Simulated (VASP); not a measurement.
# Y (I4_1/amd) in VASP: notebook

Y is run at these levels: PBE; tasks: relaxation of cell and atoms, single point.

Program: VASP 6.6.1. These are calculated values, not measurements. Logs are shortened: lines on timing, memory, paths and dates and some standing lists are left out, and cuts for length are marked.

## Step 1: The cell of the first run

Symmetry: I4_1/amd, No. 141, tetragonal system. The conventional cell has a = 4.887 Å, b = 4.887 Å, c = 2.688 Å, α = 90.00°, β = 90.00°, γ = 90.00°. Y (site symmetry -4m2) has 10 Y at 2.53 to 3.17 Å within 3.3 Å.

## Step 2: Relaxation of cell and atoms, PBE, target pressure 81 GPa, at which the enthalpy is minimised

Input file INCAR:

```
ALGO     = Normal         # electronic algorithm
EDIFF    = 1E-7           # SCF threshold, eV
EDIFFG   = -0.005         # ionic threshold
ENCUT    = 600            # plane-wave cutoff, eV
GGA      = PE             # functional
IBRION   = 2              # ionic algorithm
ISIF     = 3              # what is computed and relaxed
ISMEAR   = -1             # smearing method
LASPH    = T              # aspherical terms in the spheres
LCHARG   = F              # write CHGCAR
LREAL    = F              # projectors in reciprocal space
LWAVE    = F              # write WAVECAR
NELM     = 80             # most SCF steps
NSW      = 60             # ionic steps
PREC     = Accurate       # precision mode
PSTRESS  = 810.0        
SIGMA    = 0.05           # smearing width, eV
```

Input file KPOINTS:

```
k-points
0
Gamma
  16 16 16
```

Input file POSCAR:

```
Y
1.0
   -2.4437466525      2.4437466525      1.3440606589
    2.4437466525     -2.4437466525      1.3440606589
    2.4437466525      2.4437466525     -1.3440606589
Y
2
Direct
   -0.3750000000     -0.1250000000     -0.2500000000
    0.3750000000      0.1250000000      0.2500000000
```

Potentials or basis: VASP PAW PBE potentials, release 64 (Y_sv).

Command:

```
$ cat potpaw_PBE.64/Y_sv/POTCAR > POTCAR
$ mpirun -np 1 vasp_std > vasp.out
```

OUTCAR:

```text
EDIFF = 1E-7
   EDIFFG = -0.005
   ENCUT = 600
   GGA = PE
   IBRION = 2
   ISIF = 3
   ISMEAR = -1
   LASPH = T
   LREAL = F
   NELM = 80
   NSW = 60
   PREC = Accurate
   PSTRESS = 810.0

 ion  position               nearest neighbor table
   1  0.625  0.875  0.750-   2 2.53   2 2.53   2 2.53   2 2.53   2 3.17   2 3.17   2 3.17   2 3.17
                             2 4.15   2 4.15
   2  0.375  0.125  0.250-   1 2.53   1 2.53   1 2.53   1 2.53   1 3.17   1 3.17   1 3.17   1 3.17
                             1 4.15   1 4.15

  LATTYP: Found a body centered tetragonal cell.
 ALAT       =     4.8874933050
 C/A-ratio  =     0.5500000000

  Lattice vectors:

 A1 = (  -2.4437466525,   2.4437466525,   1.3440606589)
 A2 = (   2.4437466525,  -2.4437466525,   1.3440606589)
 A3 = (   2.4437466525,   2.4437466525,  -1.3440606589)

Analysis of symmetry for initial positions (statically):
=====================================================================
 Subroutine PRICEL returns:
 Original cell was already a primitive cell.

 Routine SETGRP: Setting up the symmetry group for a
 body centered tetragonal supercell.

 Subroutine GETGRP returns: Found 16 space group operations
 (whereof  4 operations were pure point group operations)
 out of a pool of 16 trial point group operations.

The static configuration has the point symmetry C_2h.
 The point group associated with its full space group is D_4h.

Analysis of symmetry for dynamics (positions and initial velocities):
=====================================================================
 Subroutine PRICEL returns:
 Original cell was already a primitive cell.

 Routine SETGRP: Setting up the symmetry group for a
 body centered tetragonal supercell.

 Subroutine GETGRP returns: Found 16 space group operations
 (whereof  4 operations were pure point group operations)
 out of a pool of 16 trial point group operations.

The dynamic configuration has the point symmetry C_2h.
 The point group associated with its full space group is D_4h.

 Subroutine INISYM returns: Found 16 space group operations
 (whereof  4 operations are pure point group operations),
 and found     1 'primitive' translations

----------------------------------------------------------------------------------------

                                     Primitive cell

  volume of cell :      32.1064

  direct lattice vectors                    reciprocal lattice vectors
    -2.443746652  2.443746652  1.344060659     0.000000000  0.204603861  0.372007020
     2.443746652 -2.443746652  1.344060659     0.204603861  0.000000000  0.372007020
     2.443746652  2.443746652 -1.344060659     0.204603861  0.204603861  0.000000000

  length of vectors
     3.708138948  3.708138948  3.708138948     0.424560906  0.424560906  0.289353555

  position of ions in fractional coordinates (direct lattice)
     0.625000000  0.875000000  0.750000000
     0.375000000  0.125000000  0.250000000

  ion indices of the primitive-cell ions
   primitive index   ion index
                 1           1
                 2           2

----------------------------------------------------------------------------------------

 KPOINTS: k-points

Automatic generation of k-mesh.
 Grid dimensions read from file:
 generate k-points for:   16   16   16

 Generating k-lattice:

  Cartesian coordinates                     Fractional coordinates (reciprocal lattice)
     0.000000000  0.012787741  0.023250439     0.062500000 -0.000000000  0.000000000
     0.012787741  0.000000000  0.023250439    -0.000000000  0.062500000  0.000000000
     0.012787741  0.012787741  0.000000000     0.000000000  0.000000000  0.062500000

  Length of vectors
     0.026535057  0.026535057  0.018084597

  Shift w.r.t. Gamma in fractional coordinates (k-lattice)
     0.000000000  0.000000000  0.000000000

 Subroutine IBZKPT returns following result:
 ===========================================

 Found    349 irreducible k-points:

 Following reciprocal coordinates:
            Coordinates               Weight
  0.000000  0.000000  0.000000      1.000000
  0.062500  0.000000 -0.000000      8.000000
  0.125000  0.000000 -0.000000      8.000000
  0.187500  0.000000 -0.000000      8.000000
  0.250000  0.000000 -0.000000      8.000000
  0.312500  0.000000  0.000000      8.000000
[... 16 lines left out ...]
 -0.125000  0.062500  0.000000     16.000000
 -0.062500  0.062500  0.000000      4.000000
 [... further k-points ...]
   k-points           NKPTS =    349   k-points in BZ     NKDIM =    349   number of bands    NBANDS=     15
   number of dos      NEDOS =    301   number of ions     NIONS =      2
   total plane-waves  NPLWV =  27000
   dimension x,y,z NGX =    30 NGY =   30 NGZ =   30
   dimension x,y,z NGXF=    60 NGYF=   60 NGZF=   60
   ions per type =               2
   NGX,Y,Z   is equivalent  to a cutoff of  13.45, 13.45, 13.45 a.u.
   NGXF,Y,Z  is equivalent  to a cutoff of  26.90, 26.90, 26.90 a.u.
 SYSTEM =  unknown system
   PREC   = accura    normal or accurate (medium, high low for compatibility)
   ISTART =      0    job   : 0-new  1-cont  2-samecut
   ICHARG =      2    charge: 1-file 2-atom 10-const
   ISPIN  =      1    spin polarized calculation?
   LNONCOLLINEAR =      F non collinear calculations
   LSORBIT =      F    spin-orbit coupling
   LASPH  =      T    aspherical Exc in radial PAW
   ENCUT  =  600.0 eV  44.10 Ry    6.64 a.u.   7.41  7.41  7.41*2*pi/ulx,y,z
   NELM   =     80;   NELMIN=  2; NELMDL= -5     # of ELM steps
   EDIFF  = 0.1E-06   stopping-criterion for ELM
   LREAL  =      F    real-space projection
   EDIFFG = -.5E-02   stopping-criterion for IOM
   NSW    =     60    number of steps for IOM
   IBRION =      2    ionic relax: 0-MD 1-quasi-New 2-CG
   NFREE  =      1    steps in history (QN), initial steepest desc. (CG)
   ISIF   =      3    stress and relaxation
   ISYM   =      2    0-nonsym 1-usesym 2-fastsym
   POTIM  = 0.5000    time-step for ionic-motion
   TEBEG  =    0.0;   TEEND  =   0.0 temperature during run
   PSTRESS=  810.0 pullay stress
   NELECT =      22.0000    total number of electrons
   NUPDOWN=      -1.0000    fix difference up-down
   EMIN   =  10.00;   EMAX   =-10.00  energy-range for DOS
   EFERMI =   0.00;   METHOD = LEGACY
   ISMEAR =    -1;   SIGMA  =   0.05  broadening in eV -4-tet -1-fermi 0-gaus
   EFERMI_NEDOS =   21; number of points for ismear=-14 and -15
   IALGO  =     38    algorithm
   IMIX   =      4    mixing-type and parameters
     AMIX     =   0.40;   BMIX     =  1.00
     AMIX_MAG =   1.60;   BMIX_MAG =  1.00
  volume/ion in A,a.u.               =      16.05       108.33
  Fermi-wavevector in a.u.,A,eV,Ry     =   1.443285  2.727412 28.341895  2.083071
  Thomas-Fermi vector in A             =   2.561710
   LORBIT       =      0    0 simple, 1 ext, 2 COOP (PROOUT), +10 PAW based schemes
   GGA     = PE    functional components
   LHFCALC =     F    Hartree Fock is set to
   AEXX    =    0.0000 exact exchange contribution
   IVDW    =     0    specifies the selected vdW correction
   LEPSILON=     F    determine dielectric tensor
   LRPA    =     F    only Hartree local field effects (RPA)
 conjugate gradient relaxation of ions
 non-spin polarized calculation
  energy-cutoff  :      600.00
  volume of cell :       32.11
 maximum number of plane-waves:      1109
 NGX is ok and might be reduce to    30
   NGX = 15   NGY = 15   NGZ = 15

--------------------------------------- Ionic step        1  -------------------------------------------

 number of electron      22.0000001 magnetization

 Free energy of the ion-electron system (eV)
  ---------------------------------------------------
  ext. energy  EPLUGINS =         0.00000000
  ---------------------------------------------------
  free energy    TOTEN  =        -7.08388742 eV

  energy without entropy =       -7.06648049  energy(sigma->0) =       -7.07518396

------------------------ aborting loop because EDIFF is reached ----------------------------------------

  FORCE on cell =-STRESS in cart. coord.  units (eV):
  Direction    XX          YY          ZZ          XY          YZ          ZX
  --------------------------------------------------------------------------------------
  -------------------------------------------------------------------------------------
  Total       15.0778257     15.0778257     18.9790383     -0.0000000      0.0000000     -0.0000000
  in kB      752.4161017    752.4161017    947.0950451     -0.0000000      0.0000000     -0.0000000
  external PRESSURE =       7.3090828 kB  Pullay stress =     810.0000000 kB

 VOLUME and BASIS-vectors are now :
 -----------------------------------------------------------------------------
  energy-cutoff  :      600.00
  volume of cell :       32.11
      direct lattice vectors                 reciprocal lattice vectors
    -2.443746652  2.443746652  1.344060659     0.000000000  0.204603861  0.372007020
     2.443746652 -2.443746652  1.344060659     0.204603861  0.000000000  0.372007020
     2.443746652  2.443746652 -1.344060659     0.204603861  0.204603861  0.000000000
[... 236 lines left out ...]
  FREE ENERGIE OF THE ION-ELECTRON SYSTEM (eV)
  ---------------------------------------------------
  free  energy   TOTEN  =        -7.1387355955 eV

  energy  without entropy=       -7.1272102204  energy(sigma->0) =       -7.13297291

  enthalpy is  TOTEN    =         9.0203947512 eV   P V=       16.1591303467

--------------------------------------- Ionic step        8  -------------------------------------------

 number of electron      21.9999999 magnetization

 Free energy of the ion-electron system (eV)
  ---------------------------------------------------
  ext. energy  EPLUGINS =         0.00000000
  ---------------------------------------------------
  free energy    TOTEN  =        -7.13982461 eV

  energy without entropy =       -7.12830358  energy(sigma->0) =       -7.13406409

 E-fermi :   7.4286     XC(G=0): -12.6631

 val. band max:        7.4269651973   @ k =  -0.4375   0.3125   0.0625
 cond. band min:       7.4301441229   @ k =  -0.0625  -0.3750   0.0625
 fundamental gap:      0.0031789256
 Fermi energy:         7.4285935261

 k-point     1 :       0.0000    0.0000    0.0000
  band No.  band energies     occupation
      1     -35.5829      2.00000
      2     -33.3419      2.00000
      3     -16.7038      2.00000
      4     -16.7038      2.00000
      5     -13.3866      2.00000
      6     -13.2903      2.00000
      7     -12.5638      2.00000
      8     -12.5638      2.00000
      9       2.3367      2.00000
     10       3.2148      2.00000
     11       6.5336      2.00000
     12       7.0513      1.99894
     13       8.6718      0.00000
     14      11.1453      0.00000
     15      11.1453      0.00000
[... 397 lines left out ...]
 k-point    24 :      -0.0625    0.0625    0.0000
  band No.  band energies     occupation
      1     -35.5633      2.00000
      2     -33.3656      2.00000
      3     -16.6783      2.00000
      4     -16.6781      2.00000
      5     -13.4356      2.00000
      6     -13.2853      2.00000
      7     -12.6267      2.00000
      8     -12.5637      2.00000
      9       2.4322      2.00000
     10       3.3152      2.00000
     11       6.5824      2.00000
     12       6.9622      1.99982
     13       8.5284      0.00000
     14      11.2120      0.00000
     15      11.3191      0.00000

 [... further k-points ...]

------------------------ aborting loop because EDIFF is reached ----------------------------------------

  FORCE on cell =-STRESS in cart. coord.  units (eV):
  Direction    XX          YY          ZZ          XY          YZ          ZX
  --------------------------------------------------------------------------------------
  -------------------------------------------------------------------------------------
  Total       16.1597300     16.1597300     16.1645221      0.0000000      0.0000000     -0.0000000
  in kB      809.9756253    809.9756253    810.2158231      0.0000000      0.0000000     -0.0000000
  external PRESSURE =       0.0556913 kB  Pullay stress =     810.0000000 kB

 VOLUME and BASIS-vectors are now :
 -----------------------------------------------------------------------------
  energy-cutoff  :      600.00
  volume of cell :       31.96
      direct lattice vectors                 reciprocal lattice vectors
    -2.370019920  2.370019920  1.422684986     0.000000000  0.210968691  0.351448145
     2.370019920 -2.370019920  1.422684986     0.210968691  0.000000000  0.351448145
     2.370019920  2.370019920 -1.422684986     0.210968691  0.210968691  0.000000000

 POSITION                                       TOTAL-FORCE (eV/Angst)
 -----------------------------------------------------------------------------------
      2.37002      1.18501      1.06701        -0.000000     -0.000000      0.000000
      0.00000      1.18501      0.35567         0.000000      0.000000     -0.000000
 -----------------------------------------------------------------------------------
    total drift:                                0.000000     -0.000000      0.000000

  FREE ENERGIE OF THE ION-ELECTRON SYSTEM (eV)
  ---------------------------------------------------
  free  energy   TOTEN  =        -7.1398246101 eV

  energy  without entropy=       -7.1283035764  energy(sigma->0) =       -7.13406409

  enthalpy is  TOTEN    =         9.0203916656 eV   P V=       16.1602162757

 reached required accuracy - stopping structural energy minimisation
```

Wall time 9.2 min (1 thread of Intel Xeon 6975P-C (Granite Rapids), shared host); peak memory 0.38 GiB.

What came out:

- Free energy: -7.1398 eV
- Relaxed volume: 15.98 Å³/atom
- Relaxed cell: a = 3.641 Å, b = 3.641 Å, c = 3.641 Å, α = 98.78°, β = 98.78°, γ = 134.00°
- Space group after relaxing (to 0.1 Å): I4_1/amd (No. 141)
- Energy change on relaxing (the run minimises the enthalpy): -28.0 meV/atom
- Ionic steps: 8
- Pressure after relaxing: 81.0 GPa
- Band gap on the k mesh: zero (bands 11 and 12 overlap by 3.26 eV)

The path:
```csv
step,energy change (eV),largest force (eV/Å),pressure (GPa),volume (Å³)
1,0.0000,0.0000,81.73,32.11
2,-0.2485,0.0000,77.74,32.35
3,-0.2429,0.0000,77.91,32.34
4,0.4802,0.0000,89.90,30.96
5,-0.0635,0.0000,80.87,31.98
6,-0.0599,0.0000,80.93,31.97
7,-0.0548,0.0000,81.03,31.96
8,-0.0559,0.0000,81.01,31.96
```

Final structure:
```
Y
1.0
    -2.37002    2.37002    1.42268
     2.37002   -2.37002    1.42268
     2.37002    2.37002   -1.42268
Y
2
Direct
  0.62500 0.87500 0.75000
  0.37500 0.12500 0.25000
```

Levels at points of the mesh, in eV from the Fermi level:
```csv
k point,band 9,band 10,band 11,band 12,band 13,band 14
"(0.00, 0.00, 0.00)",-5.09,-4.21,-0.89,-0.38,1.24,3.72
"(0.50, 0.00, 0.00)",-3.37,-2.75,-0.74,1.32,2.50,4.33
"(0.50, 0.50, 0.00)",-2.27,-2.27,0.18,0.18,2.74,2.74
"(0.50, 0.50, 0.50)",-1.73,-1.73,1.85,1.85,3.13,3.13
```

Caveat: the cell is relaxed towards a set pressure, so the run minimises the enthalpy, not the energy.

## Step 3: Single point, PBE

This run uses another cell than the first one, of 15.98 Å³/atom.

Input file INCAR:

```
ALGO = Normal
EDIFF = 1E-6
ENCUT = 520
GGA = PE
ISIF = 2
ISMEAR = -1
LASPH = T
LCHARG = F
LREAL = F
LWAVE = F
NBANDS = 18
NELM = 80
PREC = Accurate
SIGMA = 0.05
```

KPOINTS is that of step 2.

Input file POSCAR:

```
Y
1.0
   -2.3675476276      2.3675476276      1.4250363801
    2.3675476276     -2.3675476276      1.4250363801
    2.3675476276      2.3675476276     -1.4250363801
Y
2
Direct
   -0.3750000000     -0.1250000000     -0.2500000000
    0.3750000000      0.1250000000      0.2500000000
```

Potentials or basis: VASP PAW PBE potentials, release 64 (Y_sv).

Command:

```
$ cat potpaw_PBE.64/Y_sv/POTCAR > POTCAR
$ mpirun -np 1 vasp_std > vasp.out
```

Wall time 1.7 min (1 thread of Intel Xeon 6975P-C (Granite Rapids), shared host); peak memory 0.32 GiB.

The run converged. Its results:

```
Free energy            : -7.1322 eV
Pressure               : 81.1 GPa
Band gap on the k mesh : zero (bands 11 and 12 overlap by 3.27 eV)
```

Stress tensor (GPa, compression positive):
```
81.36  0.00  0.00
 0.00 81.36  0.00
 0.00  0.00 80.59
```

Levels at points of the mesh, in eV from the Fermi level:
| k point | band 7 | band 8 | band 9 | band 10 | band 11 | band 12 | band 13 | band 14 | band 15 | band 16 |
| --- | --- | --- | --- | --- | --- | --- | --- | --- | --- | --- |
| (0.00, 0.00, 0.00) | -19.99 | -19.99 | -5.09 | -4.21 | -0.88 | -0.37 | 1.27 | 3.69 | 3.69 | 4.25 |
| (0.50, 0.00, 0.00) | -21.09 | -19.95 | -3.36 | -2.74 | -0.74 | 1.33 | 2.51 | 4.34 | 4.84 | 5.13 |
| (0.50, 0.50, 0.00) | -20.38 | -20.38 | -2.28 | -2.28 | 0.19 | 0.19 | 2.74 | 2.74 | 5.25 | 5.25 |
| (0.50, 0.50, 0.50) | -19.29 | -19.29 | -1.74 | -1.74 | 1.87 | 1.87 | 3.13 | 3.13 | 5.03 | 5.03 |

Caveat: the cell stands under pressure.

The gap in the log of VASP goes by the Fermi energy; the results here count the filled bands.